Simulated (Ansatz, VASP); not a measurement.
## Two plane-wave programs on BaTiO3

```
Ba Ti O
1.0
     3.94980    0.00000    0.00000
     0.00000    2.82850    2.83887
     0.00000   -2.82850    2.83887
Ba Ti O
1 1 3
Direct
  0.00000 0.00704 0.00704
  0.50000 0.51986 0.51986
  0.00000 0.49143 0.49143
  0.50000 0.49376 0.98479
  0.50000 0.98479 0.49376
```

Alike in both runs: functional PBEsol; k mesh 8 × 8 × 8; occupations gaussian, width 0.02 eV; no spin polarisation.

Ansatz relaxed the structure, and its values are those at the end. VASP's run is a single point on that final structure, the one shown.

```csv
,VASP,Ansatz
version,VASP 6.6.1,Ansatz 0.2.0
potentials or method,"VASP PAW PBE potentials, release 64 (Ba_sv, Ti_sv, O), cutoff 520 eV","scalar-relativistic, plane waves, PAW"
valence electrons in the cell,40,40
```

VASP gave:

* gap on the k mesh at the Fermi level (eV): 2.09
* least direct gap on the mesh (eV): 2.44
* pressure (GPa): 1.9
* rms of the force components (eV/Å): 0.024

Which values does Ansatz return?

gap on the k mesh at the Fermi level (eV): 2.15; least direct gap on the mesh (eV): 2.45; pressure (GPa): 0.0; rms of the force components (eV/Å): 0.000.

VASP's potentials were made for PBE, not for PBEsol. With one functional, cell and mesh, what is left measures potentials, basis and numerics.

Spin-orbit coupling is off throughout.
